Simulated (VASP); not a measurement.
Set up this calculation in VASP 6.6.1, as the native input.

- Task: single point
- Functional: PBE
- Potentials or basis: VASP PAW PBE potentials, release 64 (Nd_3, Zr_sv, S), 4f in core
- Cutoff: 500 eV
- k mesh: 7 × 7 × 7
- Occupations: gaussian, width 0.2 eV
- Spin: no spin polarisation
- Dipole correction: no
- Further INCAR settings: ALGO = Normal; EDIFF = 1e-06; NBANDS = 26

The structure of NdZrS2 lies in POSCAR:

```
NdZrS2
1.0
   -1.8212538760      1.8212538760      6.6178072541
    1.8212538760     -1.8212538760      6.6178072541
    1.8212538760      1.8212538760     -6.6178072541
Nd Zr S
1 1 2
Direct
    0.0000000000      0.0000000000      0.0000000000
    0.2500000000      0.7500000000      0.5000000000
    0.3822702433      0.3822702433      0.0000000000
    0.6177297567      0.6177297567      0.0000000000
```

The cell was generated, and may not be a known phase.

The input as run:

INCAR

```
PREC = Accurate
ENCUT = 500
EDIFF = 1E-6
ISMEAR = 0
SIGMA = 0.2
LREAL = F
LASPH = T
NELM = 200
ALGO = Normal
ISIF = 2
LWAVE = F
LCHARG = F
GGA = PE
NBANDS = 26
GGA_COMPAT = F
LMAXMIX = 6
```

KPOINTS

```
Automatic mesh
0
Gamma
  7 7 7
```

Potentials or basis: VASP PAW PBE potentials, release 64 (Nd_3, Zr_sv, S), 4f in core.

Launch:

```bash
$ cat potpaw_PBE.64/Nd_3/POTCAR potpaw_PBE.64/Zr_sv/POTCAR potpaw_PBE.64/S/POTCAR > POTCAR
$ mpirun -np 1 vasp_std > vasp.out
```

Results of the run:

```json
{"Pressure": "0.1 GPa", "Largest force": "0.040 eV/Å", "Band gap on the k mesh": "zero (an odd number of electrons rules out a gap without spin polarisation)"}
```

Caveat: spin-orbit coupling is left out, which moves the levels of the heavy elements; the 4f electrons are frozen in the core, so they carry no moment and show no levels; an odd number of electrons without spin polarisation forces a metal; a magnetic or distorted state may lie lower; the run has no spin polarisation, though such a crystal can be magnetic.

Wall time 3.3 min on 1 thread of AMD EPYC 9R45 96-Core Processor (Zen 5) (shared host), peak memory 0.4 GiB.
